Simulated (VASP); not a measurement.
# K (Im-3m) in VASP: a series of runs

The runs below take K through single point, relaxation of cell and atoms, with PBE.

Everything below comes from runs of VASP 6.6.1. Logs are shortened: lines on timing, memory, paths and dates and some standing lists are left out, and cuts for length are marked.

### Step 1. The cell of the first run

The structure is cubic, space group Im-3m (No. 229). Conventional cell: a = 5.294 Å, b = 5.294 Å, c = 5.294 Å, α = 90.00°, β = 90.00°, γ = 90.00°.

### Step 2. Single point, PBE

The input, INCAR:

```
SYSTEM = K
PREC = Accurate
ENCUT = 500
EDIFF = 1E-6
ISMEAR = -1
SIGMA = 0.05
LREAL = .FALSE.
LASPH = .TRUE.
NELM = 120
ALGO = Normal
ISIF = 2
LWAVE = .FALSE.
LCHARG = .FALSE.
GGA = PE
NBANDS = 10
GGA_COMPAT = .FALSE.
```

The input, KPOINTS:

```
Automatic mesh
0
G
  6 6 6
  0 0 0
```

The input, POSCAR:

```
K
1.0
   -2.6469599127      2.6469599127      2.6469599127
    2.6469599127     -2.6469599127      2.6469599127
    2.6469599127      2.6469599127     -2.6469599127
K
1
Direct
    0.0000000000      0.0000000000      0.0000000000
```

Potentials or basis: VASP PAW PBE potentials, release 64 (K_sv).

Run with:

```console
$ cat potpaw_PBE.64/K_sv/POTCAR > POTCAR
$ mpirun -np 1 vasp_std > vasp.out
```

OUTCAR:

```text
SYSTEM = K
   PREC = Accurate
   ENCUT = 500
   EDIFF = 1E-6
   ISMEAR = -1
   LREAL = .FALSE.
   LASPH = .TRUE.
   NELM = 120
   ISIF = 2
   GGA = PE

 ion  position               nearest neighbor table
   1  0.000  0.000  0.000-

  LATTYP: Found a body centered cubic cell.
 ALAT       =     5.2939198254

  Lattice vectors:

 A1 = (  -2.6469599127,   2.6469599127,   2.6469599127)
 A2 = (   2.6469599127,  -2.6469599127,   2.6469599127)
 A3 = (   2.6469599127,   2.6469599127,  -2.6469599127)

Analysis of symmetry for initial positions (statically):
=====================================================================
 Subroutine PRICEL returns:
 Original cell was already a primitive cell.

 Routine SETGRP: Setting up the symmetry group for a
 body centered cubic supercell.

 Subroutine GETGRP returns: Found 48 space group operations
 (whereof 48 operations were pure point group operations)
 out of a pool of 48 trial point group operations.

The static configuration has the point symmetry O_h .

Analysis of symmetry for dynamics (positions and initial velocities):
=====================================================================
 Subroutine PRICEL returns:
 Original cell was already a primitive cell.

 Routine SETGRP: Setting up the symmetry group for a
 body centered cubic supercell.

 Subroutine GETGRP returns: Found 48 space group operations
 (whereof 48 operations were pure point group operations)
 out of a pool of 48 trial point group operations.

The dynamic configuration has the point symmetry O_h .

 Subroutine INISYM returns: Found 48 space group operations
 (whereof 48 operations are pure point group operations),
 and found     1 'primitive' translations

----------------------------------------------------------------------------------------

                                     Primitive cell

  volume of cell :      74.1826

  direct lattice vectors                    reciprocal lattice vectors
    -2.646959913  2.646959913  2.646959913     0.000000000  0.188895947  0.188895947
     2.646959913 -2.646959913  2.646959913     0.188895947  0.000000000  0.188895947
     2.646959913  2.646959913 -2.646959913     0.188895947  0.188895947  0.000000000

  length of vectors
     4.584669054  4.584669054  4.584669054     0.267139210  0.267139210  0.267139210
[... 70 lines left out ...]
   EDIFF  = 0.1E-05   stopping-criterion for ELM
   LREAL  =      F    real-space projection
   EDIFFG = 0.1E-04   stopping-criterion for IOM
   NSW    =      0    number of steps for IOM
   IBRION =     -1    ionic relax: 0-MD 1-quasi-New 2-CG
   NFREE  =      0    steps in history (QN), initial steepest desc. (CG)
   ISIF   =      2    stress and relaxation
   ISYM   =      2    0-nonsym 1-usesym 2-fastsym
   POTIM  = 0.5000    time-step for ionic-motion
   TEBEG  =    0.0;   TEEND  =   0.0 temperature during run
   PSTRESS=    0.0 pullay stress
   NELECT =       9.0000    total number of electrons
   NUPDOWN=      -1.0000    fix difference up-down
   EMIN   =  10.00;   EMAX   =-10.00  energy-range for DOS
   EFERMI =   0.00;   METHOD = LEGACY
   ISMEAR =    -1;   SIGMA  =   0.05  broadening in eV -4-tet -1-fermi 0-gaus
   EFERMI_NEDOS =   21; number of points for ismear=-14 and -15
   IALGO  =     38    algorithm
   IMIX   =      4    mixing-type and parameters
     AMIX     =   0.40;   BMIX     =  1.00
     AMIX_MAG =   1.60;   BMIX_MAG =  1.00
  volume/ion in A,a.u.               =      74.18       500.61
  Fermi-wavevector in a.u.,A,eV,Ry     =   0.810441  1.531512  8.936515  0.656815
  Thomas-Fermi vector in A             =   1.919618
   LORBIT       =      0    0 simple, 1 ext, 2 COOP (PROOUT), +10 PAW based schemes
   GGA     = PE    functional components
   LHFCALC =     F    Hartree Fock is set to
   AEXX    =    0.0000 exact exchange contribution
   IVDW    =     0    specifies the selected vdW correction
   LEPSILON=     F    determine dielectric tensor
   LRPA    =     F    only Hartree local field effects (RPA)
 non-spin polarized calculation
  energy-cutoff  :      500.00
  volume of cell :       74.18
 maximum number of plane-waves:      1926
 NGX is ok and might be reduce to    36
   NGX = 17   NGY = 17   NGZ = 17

 number of electron       9.0000002 magnetization

 Free energy of the ion-electron system (eV)
  ---------------------------------------------------
  ext. energy  EPLUGINS =         0.00000000
  ---------------------------------------------------
  free energy    TOTEN  =        -1.03583101 eV

  energy without entropy =       -1.02039475  energy(sigma->0) =       -1.02811288

 E-fermi :  -0.1179     XC(G=0):  -5.6305

 val. band max:       -0.3817690042   @ k =   0.1667   0.1667   0.1667
 cond. band min:      -0.1054033369   @ k =   0.3333   0.1667   0.0000
 fundamental gap:      0.2763656673
 Fermi energy:        -0.1179129682

 k-point     1 :       0.0000    0.0000    0.0000
  band No.  band energies     occupation
      1     -32.2748      2.00000
      2     -15.7248      2.00000
      3     -15.7248      2.00000
      4     -15.7248      2.00000
      5      -2.2826      2.00000
      6       4.1472      0.00000
      7       4.1472      0.00000
      8       4.1472      0.00000
      9       5.0521      0.00000
     10       5.0521      0.00000
[... 183 lines left out ...]
 k-point    16 :       0.5000    0.5000    0.5000
  band No.  band energies     occupation
      1     -32.2677      2.00000
      2     -15.7723      2.00000
      3     -15.7723      2.00000
      4     -15.7723      2.00000
      5       1.5392      0.00000
      6       1.5392      0.00000
      7       3.3164      0.00000
      8       3.3164      0.00000
      9       3.3164      0.00000
     10       5.3249      0.00000

------------------------ aborting loop because EDIFF is reached ----------------------------------------

  FORCE on cell =-STRESS in cart. coord.  units (eV):
  Direction    XX          YY          ZZ          XY          YZ          ZX
  --------------------------------------------------------------------------------------
  -------------------------------------------------------------------------------------
  Total       -0.0004657     -0.0004657     -0.0004657     -0.0000000      0.0000000     -0.0000000
  in kB       -0.0100580     -0.0100580     -0.0100580     -0.0000000      0.0000000     -0.0000000
  external PRESSURE =      -0.0100580 kB  Pullay stress =       0.0000000 kB

 VOLUME and BASIS-vectors are now :
 -----------------------------------------------------------------------------
  energy-cutoff  :      500.00
  volume of cell :       74.18
      direct lattice vectors                 reciprocal lattice vectors
    -2.646959913  2.646959913  2.646959913     0.000000000  0.188895947  0.188895947
     2.646959913 -2.646959913  2.646959913     0.188895947  0.000000000  0.188895947
     2.646959913  2.646959913 -2.646959913     0.188895947  0.188895947  0.000000000

 POSITION                                       TOTAL-FORCE (eV/Angst)
 -----------------------------------------------------------------------------------
      0.00000      0.00000      0.00000         0.000000      0.000000      0.000000
 -----------------------------------------------------------------------------------
    total drift:                               -0.000000      0.000000      0.000000

  FREE ENERGIE OF THE ION-ELECTRON SYSTEM (eV)
  ---------------------------------------------------
  free  energy   TOTEN  =        -1.0358310086 eV

  energy  without entropy=       -1.0203947455  energy(sigma->0) =       -1.02811288
```

OSZICAR:

```text
N       E                     dE             d eps       ncg     rms          rms(c)
DAV:   1     0.444582868645E+02    0.44458E+02   -0.34109E+03   320   0.659E+02
DAV:   2     0.490158457944E+00   -0.43968E+02   -0.43149E+02   338   0.186E+02
DAV:   3    -0.998090468467E+00   -0.14882E+01   -0.14862E+01   474   0.282E+01
DAV:   4    -0.103304737568E+01   -0.34957E-01   -0.34945E-01   412   0.418E+00
DAV:   5    -0.103513562766E+01   -0.20883E-02   -0.20881E-02   490   0.672E-01    0.200E+00
DAV:   6    -0.103533525983E+01   -0.19963E-03   -0.14456E-03   492   0.248E-01    0.124E+00
DAV:   7    -0.103575752197E+01   -0.42226E-03   -0.27538E-03   482   0.330E-01    0.547E-02
DAV:   8    -0.103581878957E+01   -0.61268E-04   -0.13004E-04   406   0.133E-01    0.167E-02
DAV:   9    -0.103583153106E+01   -0.12741E-04   -0.15017E-05   406   0.261E-02    0.497E-03
DAV:  10    -0.103583100862E+01    0.52244E-06   -0.18450E-06   474   0.965E-03
   1 F= -.10358310E+01 E0= -.10281129E+01  d E =-.154363E-01
```

It took 5.2 s on 1 thread of Intel Xeon 6975P-C (Granite Rapids), shared host; peak memory 0.19 GiB.

Results:

* Free energy: -1.0358 eV
* Pressure: 0.0 GPa
* Band gap on the k mesh: zero (an odd number of electrons rules out a gap without spin polarisation)

Levels at points of the mesh, in eV from the Fermi level:
| k point | band 1 | band 2 | band 3 | band 4 | band 5 | band 6 | band 7 | band 8 |
| --- | --- | --- | --- | --- | --- | --- | --- | --- |
| (0.00, 0.00, 0.00) | -32.16 | -15.61 | -15.61 | -15.61 | -2.16 | 4.27 | 4.27 | 4.27 |
| (0.50, 0.00, 0.00) | -32.15 | -15.67 | -15.63 | -15.61 | 0.43 | 0.66 | 3.14 | 4.83 |
| (0.50, 0.50, 0.50) | -32.15 | -15.65 | -15.65 | -15.65 | 1.66 | 1.66 | 3.43 | 3.43 |

[end of part 1 of 2]
